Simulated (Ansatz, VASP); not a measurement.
**One calculation of BaZrO3, two programs**

```
Ba Zr O
1.0
     4.18066    0.00000    0.00000
     0.00000    4.18066    0.00000
     0.00000    0.00000    4.18066
Ba Zr O
1 1 3
Direct
  0.00000 0.00000 0.00000
  0.50000 0.50000 0.50000
  0.50000 0.50000 0.00000
  0.50000 0.00000 0.50000
  0.00000 0.50000 0.50000
```

Alike in both runs: task single point; functional PBEsol; k mesh 6 × 6 × 6; occupations gaussian, width 0.02 eV; no spin polarisation.

|  | VASP | Ansatz |
| --- | --- | --- |
| version | VASP 6.6.1 | Ansatz 0.2.0 |
| potentials or method | VASP PAW PBE potentials, release 64 (Ba_sv, Zr_sv, O), cutoff 600 eV | scalar-relativistic, plane waves, PAW |
| valence electrons in the cell | 40 | 40 |

Ansatz gave:

| Item | Value |
| --- | --- |
| gap on the k mesh at the Fermi level (eV) | 3.17 |
| least direct gap on the mesh (eV) | 3.36 |
| pressure (GPa) | 0.0 |

**Question.** Estimate VASP's values.

**Answer.** gap on the k mesh at the Fermi level (eV): 3.12; least direct gap on the mesh (eV): 3.34; pressure (GPa): 1.0.

VASP's potentials were made for PBE, not for PBEsol.

Neither program's run includes spin-orbit coupling.
